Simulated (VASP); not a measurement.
Runs of VASP 6.6.1 on Be. The structure is that of space group Im-3m (No. 229), or close to it. The cells are those of the table. 

```csv
task,cell,gap on the mesh (eV),pressure (GPa)
electric field gradients,"a = 2.156 Å, angles 109.5°, 1 atom",none,1.8
electric field gradients,"a = 2.178 Å, angles 109.7°, 1 atom",none,-0.7
electric field gradients,"a = 2.213 Å, angles 109.5°, 1 atom",none,(a)
electric field gradients,"a = 2.199 Å, angles 109.5°, 1 atom",none,(b)
single point,"a = 2.185 Å, angles 110.0°, 1 atom",none,-0.5
single point,"a = 2.149 Å, angles 108.6°, 1 atom",none,-0.2
single point,"a = 2.178 Å, angles 109.7°, 1 atom",none,-0.7
electric field gradients,"a = 2.126 Å, angles 109.5°, 1 atom",none,7.6
electric field gradients,"a = 2.163 Å, angles 109.5°, 1 atom",none,(c)
electric field gradients,"a = 2.192 Å, angles 110.3°, 1 atom",none,-0.1
single point,"a = 2.142 Å, angles 110.0, 110.0, 108.4°, 1 atom",none,4.6
single point,"a = 2.141 Å, angles 109.5°, 1 atom",none,4.6
```

Alike in all rows: level PBE; potentials or basis VASP PAW PBE potentials, release 64 (Be); no spin polarisation; k mesh 23 × 23 × 23; cutoff (eV) 520; smearing fermi-dirac 0.03 eV.

Task: Estimate the missing entries.

Result: (a) -7.2; (b) -5.2; (c) 0.5.

A gap of «none» marks levels without a gap at the run's occupations.
